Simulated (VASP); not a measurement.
# MgS (Pmmn) in VASP: single point with PBE

Aim: the single point of MgS with PBE.

Program: VASP 6.6.1. These are calculated values, not measurements. Logs are shortened: lines on timing, memory, paths and dates and some standing lists are left out, and cuts for length are marked.

## 1. The cell of the first run

The structure is orthorhombic, space group Pmmn (No. 59). Conventional cell: a = 3.852 Å, b = 5.154 Å, c = 4.097 Å, α = 90.00°, β = 90.00°, γ = 90.00°. Mg (site symmetry mm2) has 6 S at 2.64 to 2.94 Å and 4 Mg at 3.48 Å within 3.5 Å. S (site symmetry mm2) has 6 Mg at 2.64 to 2.94 Å within 3.5 Å.

## 2. Single point, PBE (Cd replaced by Mg, lengths x 0.993, strained)

File INCAR:

```
SYSTEM = MgS
PREC = Accurate
ENCUT = 520
EDIFF = 1E-6
ISMEAR = 0
SIGMA = 0.1
LREAL = .FALSE.
LASPH = .TRUE.
NELM = 100
ALGO = Normal
ISIF = 2
LWAVE = .FALSE.
LCHARG = .FALSE.
GGA = PE
NBANDS = 16
```

File KPOINTS:

```
Automatic mesh
0
G
  6 4 4
  0 0 0
```

File POSCAR:

```
MgS
1.0
    3.8518321234      0.0000000000      0.0000000000
    0.0000000000      5.1544036286      0.0000000000
    0.0000000000      0.0000000000      4.0968186339
Mg S
2 2
Direct
    0.5000000000      0.5000000000      0.1622021510
    0.0000000000      0.0000000000      0.8377978490
    0.5000000000      0.0000000000      0.2963185513
    0.0000000000      0.5000000000      0.7036814487
```

Potentials or basis: VASP PAW PBE potentials, release 64 (Mg, S).

On the command line:

```console
> cat potpaw_PBE.64/Mg/POTCAR potpaw_PBE.64/S/POTCAR > POTCAR
> mpirun -np 1 vasp_std > vasp.out
```

OUTCAR:

```text
SYSTEM = MgS
   PREC = Accurate
   ENCUT = 520
   EDIFF = 1E-6
   ISMEAR = 0
   LREAL = .FALSE.
   LASPH = .TRUE.
   NELM = 100
   ISIF = 2
   GGA = PE

 ion  position               nearest neighbor table
   1  0.500  0.500  0.162-   3 2.64   3 2.64   4 2.69   4 2.69   4 2.94   4 2.94   2 3.48   2 3.48
                             2 3.48   2 3.48
   2  0.000  0.000  0.838-   4 2.64   4 2.64   3 2.69   3 2.69   3 2.94   3 2.94   1 3.48   1 3.48
                             1 3.48   1 3.48
   3  0.500  0.000  0.296-   1 2.64   1 2.64   2 2.69   2 2.69   2 2.94   2 2.94
   4  0.000  0.500  0.704-   2 2.64   2 2.64   1 2.69   1 2.69   1 2.94   1 2.94

  LATTYP: Found a simple orthorhombic cell.
 ALAT       =     3.8518321234
 B/A-ratio  =     1.0636025929
 C/A-ratio  =     1.3381693344

  Lattice vectors:

 A1 = (  -3.8518321234,   0.0000000000,   0.0000000000)
 A2 = (   0.0000000000,   0.0000000000,   4.0968186339)
 A3 = (   0.0000000000,   5.1544036286,   0.0000000000)

Analysis of symmetry for initial positions (statically):
=====================================================================
 Subroutine PRICEL returns:
 Original cell was already a primitive cell.

 Routine SETGRP: Setting up the symmetry group for a
 simple orthorhombic supercell.

 Subroutine GETGRP returns: Found  8 space group operations
 (whereof  4 operations were pure point group operations)
 out of a pool of  8 trial point group operations.

The static configuration has the point symmetry C_2v.
 The point group associated with its full space group is D_2h.

Analysis of symmetry for dynamics (positions and initial velocities):
=====================================================================
 Subroutine PRICEL returns:
 Original cell was already a primitive cell.

 Routine SETGRP: Setting up the symmetry group for a
 simple orthorhombic supercell.

 Subroutine GETGRP returns: Found  8 space group operations
 (whereof  4 operations were pure point group operations)
 out of a pool of  8 trial point group operations.

The dynamic configuration has the point symmetry C_2v.
 The point group associated with its full space group is D_2h.

 Subroutine INISYM returns: Found  8 space group operations
 (whereof  4 operations are pure point group operations),
 and found     1 'primitive' translations

----------------------------------------------------------------------------------------

                                     Primitive cell

  volume of cell :      81.3378

  direct lattice vectors                    reciprocal lattice vectors
     3.851832123  0.000000000  0.000000000     0.259616714  0.000000000  0.000000000
     0.000000000  5.154403629  0.000000000     0.000000000  0.194008865  0.000000000
     0.000000000  0.000000000  4.096818634     0.000000000  0.000000000  0.244091840

  length of vectors
     3.851832123  5.154403629  4.096818634     0.259616714  0.194008865  0.244091840

  position of ions in fractional coordinates (direct lattice)
     0.500000000  0.500000000  0.162202151
     0.000000000  0.000000000  0.837797849
     0.500000000  0.000000000  0.296318551
     0.000000000  0.500000000  0.703681449

  ion indices of the primitive-cell ions
   primitive index   ion index
                 1           1
                 2           2
                 3           3
                 4           4

----------------------------------------------------------------------------------------

 KPOINTS: Automatic mesh

Automatic generation of k-mesh.
 Grid dimensions read from file:
 generate k-points for:    6    4    4

 Generating k-lattice:

  Cartesian coordinates                     Fractional coordinates (reciprocal lattice)
     0.043269452  0.000000000  0.000000000     0.166666667  0.000000000  0.000000000
     0.000000000  0.048502216  0.000000000     0.000000000  0.250000000  0.000000000
     0.000000000  0.000000000  0.061022960     0.000000000  0.000000000  0.250000000

  Length of vectors
     0.043269452  0.048502216  0.061022960

  Shift w.r.t. Gamma in fractional coordinates (k-lattice)
     0.000000000  0.000000000  0.000000000

 Subroutine IBZKPT returns following result:
 ===========================================

 Found     36 irreducible k-points:

 Following reciprocal coordinates:
            Coordinates               Weight
  0.000000  0.000000  0.000000      1.000000
  0.166667  0.000000  0.000000      2.000000
  0.333333  0.000000  0.000000      2.000000
  0.500000  0.000000  0.000000      1.000000
  0.000000  0.250000  0.000000      2.000000
  0.166667  0.250000  0.000000      4.000000
[... 16 lines left out ...]
  0.333333  0.500000  0.250000      4.000000
  0.500000  0.500000  0.250000      2.000000
 [... further k-points ...]
   k-points           NKPTS =     36   k-points in BZ     NKDIM =     36   number of bands    NBANDS=     16
   number of dos      NEDOS =    301   number of ions     NIONS =      4
   total plane-waves  NPLWV =  36000
   dimension x,y,z NGX =    30 NGY =   40 NGZ =   30
   dimension x,y,z NGXF=    60 NGYF=   80 NGZF=   60
   ions per type =               2   2
   NGX,Y,Z   is equivalent  to a cutoff of  12.95, 12.90, 12.17 a.u.
   NGXF,Y,Z  is equivalent  to a cutoff of  25.90, 25.80, 24.35 a.u.
 SYSTEM =  MgS
   PREC   = accura    normal or accurate (medium, high low for compatibility)
   ISTART =      0    job   : 0-new  1-cont  2-samecut
   ICHARG =      2    charge: 1-file 2-atom 10-const
   ISPIN  =      1    spin polarized calculation?
   LNONCOLLINEAR =      F non collinear calculations
   LSORBIT =      F    spin-orbit coupling
   LASPH  =      T    aspherical Exc in radial PAW
   ENCUT  =  520.0 eV  38.22 Ry    6.18 a.u.   7.16  9.58  7.62*2*pi/ulx,y,z
   NELM   =    100;   NELMIN=  2; NELMDL= -5     # of ELM steps
   EDIFF  = 0.1E-05   stopping-criterion for ELM
   LREAL  =      F    real-space projection
   EDIFFG = 0.1E-04   stopping-criterion for IOM
   NSW    =      0    number of steps for IOM
   IBRION =     -1    ionic relax: 0-MD 1-quasi-New 2-CG
   NFREE  =      0    steps in history (QN), initial steepest desc. (CG)
   ISIF   =      2    stress and relaxation
   ISYM   =      2    0-nonsym 1-usesym 2-fastsym
   POTIM  = 0.5000    time-step for ionic-motion
   TEBEG  =    0.0;   TEEND  =   0.0 temperature during run
   PSTRESS=    0.0 pullay stress
   NELECT =      16.0000    total number of electrons
   NUPDOWN=      -1.0000    fix difference up-down
   EMIN   =  10.00;   EMAX   =-10.00  energy-range for DOS
   EFERMI =   0.00;   METHOD = LEGACY
   ISMEAR =     0;   SIGMA  =   0.10  broadening in eV -4-tet -1-fermi 0-gaus
   EFERMI_NEDOS =   21; number of points for ismear=-14 and -15
   IALGO  =     38    algorithm
   IMIX   =      4    mixing-type and parameters
     AMIX     =   0.40;   BMIX     =  1.00
     AMIX_MAG =   1.60;   BMIX_MAG =  1.00
  volume/ion in A,a.u.               =      20.33       137.22
  Fermi-wavevector in a.u.,A,eV,Ry     =   0.952103  1.799214 12.333686  0.906500
  Thomas-Fermi vector in A             =   2.080635
   LORBIT       =      0    0 simple, 1 ext, 2 COOP (PROOUT), +10 PAW based schemes
   GGA     = PE    functional components
   LHFCALC =     F    Hartree Fock is set to
   AEXX    =    0.0000 exact exchange contribution
   IVDW    =     0    specifies the selected vdW correction
   LEPSILON=     F    determine dielectric tensor
   LRPA    =     F    only Hartree local field effects (RPA)
 non-spin polarized calculation
 Gauss-broadening in eV      SIGMA  =   0.10
  energy-cutoff  :      520.00
  volume of cell :       81.34
 maximum number of plane-waves:      2212
 NGX is ok and might be reduce to    30
   NGX = 15   NGY = 19   NGZ = 15

 number of electron      15.9999998 magnetization

 Free energy of the ion-electron system (eV)
  ---------------------------------------------------
  ext. energy  EPLUGINS =         0.00000000
  ---------------------------------------------------
  free energy    TOTEN  =       -16.45289322 eV

  energy without entropy =      -16.45289322  energy(sigma->0) =      -16.45289322

 E-fermi :   3.3371     XC(G=0):  -9.1102

 val. band max:        2.8611347350   @ k =   0.0000   0.0000   0.0000
 cond. band min:       4.9979621360   @ k =   0.0000   0.0000   0.0000
 fundamental gap:      2.1368274010
 Fermi energy:         3.3371036949

 k-point     1 :       0.0000    0.0000    0.0000
  band No.  band energies     occupation
      1      -9.3856      2.00000
      2      -7.9810      2.00000
      3      -0.8471      2.00000
      4       0.6998      2.00000
      5       1.2636      2.00000
      6       2.2628      2.00000
[... 8 lines left out ...]
     15      12.1045      0.00000
     16      12.8537      0.00000

 k-point     2 :       0.1667    0.0000    0.0000
  band No.  band energies     occupation
      1      -9.2441      2.00000
      2      -7.9922      2.00000
      3      -0.6566      2.00000
      4       0.5792      2.00000
      5       0.8463      2.00000
      6       1.8368      2.00000
[... 8 lines left out ...]
     15      11.0215      0.00000
     16      12.1621      0.00000

 k-point     3 :       0.3333    0.0000    0.0000
  band No.  band energies     occupation
      1      -8.8697      2.00000
      2      -8.1011      2.00000
      3      -0.2678      2.00000
      4      -0.1115      2.00000
      5       0.4614      2.00000
      6       1.2516      2.00000
[... 8 lines left out ...]
     15      10.2861      0.00000
     16      11.2424      0.00000

 k-point     4 :       0.5000    0.0000    0.0000
  band No.  band energies     occupation
      1      -8.4183      2.00000
      2      -8.4183      2.00000
      3      -0.3373      2.00000
      4      -0.3373      2.00000
      5       0.6942      2.00000
      6       0.6942      2.00000
[... 8 lines left out ...]
     15      10.2349      0.00000
     16      10.2349      0.00000
[... 324 lines left out ...]
 k-point    22 :       0.1667    0.5000    0.2500
  band No.  band energies     occupation
      1      -8.5208      2.00000
      2      -8.5208      2.00000
      3      -0.8101      2.00000
      4      -0.8101      2.00000
      5       1.0951      2.00000
      6       1.0951      2.00000
[... 8 lines left out ...]
     15      10.6258      0.00000
     16      10.6258      0.00000

 k-point    23 :       0.3333    0.5000    0.2500
  band No.  band energies     occupation
      1      -8.3475      2.00000
      2      -8.3475      2.00000
      3      -0.8449      2.00000
      4      -0.8449      2.00000
      5       0.5555      2.00000
      6       0.5555      2.00000
[... 8 lines left out ...]
     15      10.8264      0.00000
     16      10.8264      0.00000

 k-point    24 :       0.5000    0.5000    0.2500
  band No.  band energies     occupation
      1      -8.2538      2.00000
      2      -8.2538      2.00000
      3      -1.0599      2.00000
      4      -1.0599      2.00000
      5       0.7608      2.00000
      6       0.7608      2.00000
[... 8 lines left out ...]
     15      11.3652      0.00000
     16      11.3652      0.00000

 [... further k-points ...]
[... 5 lines left out ...]
  --------------------------------------------------------------------------------------
  -------------------------------------------------------------------------------------
  Total       -2.2819832     -2.6441936     -5.3642257      0.0000000      0.0000000      0.0000000
  in kB      -44.9500848    -52.0848379   -105.6635297      0.0000000      0.0000000      0.0000000
  external PRESSURE =     -67.5661508 kB  Pullay stress =       0.0000000 kB

 VOLUME and BASIS-vectors are now :
 -----------------------------------------------------------------------------
  energy-cutoff  :      520.00
  volume of cell :       81.34
      direct lattice vectors                 reciprocal lattice vectors
     3.851832123  0.000000000  0.000000000     0.259616714  0.000000000  0.000000000
     0.000000000  5.154403629  0.000000000     0.000000000  0.194008865  0.000000000
     0.000000000  0.000000000  4.096818634     0.000000000  0.000000000  0.244091840

 POSITION                                       TOTAL-FORCE (eV/Angst)
 -----------------------------------------------------------------------------------
      1.92592      2.57720      0.66451         0.000000      0.000000      0.189563
      0.00000      0.00000      3.43231         0.000000      0.000000     -0.189563
      1.92592      0.00000      1.21396         0.000000      0.000000     -0.705281
      0.00000      2.57720      2.88286         0.000000      0.000000      0.705281
 -----------------------------------------------------------------------------------
    total drift:                                0.000000     -0.000000      0.000000

  FREE ENERGIE OF THE ION-ELECTRON SYSTEM (eV)
  ---------------------------------------------------
  free  energy   TOTEN  =       -16.4528932174 eV

  energy  without entropy=      -16.4528932174  energy(sigma->0) =      -16.45289322
```

Wall time 59 s (1 thread of AMD EPYC 7R13 (Zen 3), shared host); peak memory 0.17 GiB.

Results:

| Quantity | Value |
| --- | --- |
| Free energy | -16.4529 eV |
| Pressure | -6.8 GPa |
| Largest force | 0.705 eV/Å |
| Band gap on the k mesh | 2.14 eV, direct |

Forces in eV/Å, atoms in the order of the input:
```
Mg   0.000  0.000  0.190
Mg   0.000  0.000 -0.190
S    0.000  0.000 -0.705
S    0.000  0.000  0.705
```

Stress tensor (GPa, compression positive):
```
 -4.50   0.00   0.00
  0.00  -5.21   0.00
  0.00   0.00 -10.57
```

Caveat: the cell differs from its parent crystal (Cd replaced by Mg, lengths x 0.993, strained). A k mesh can miss the band edges.
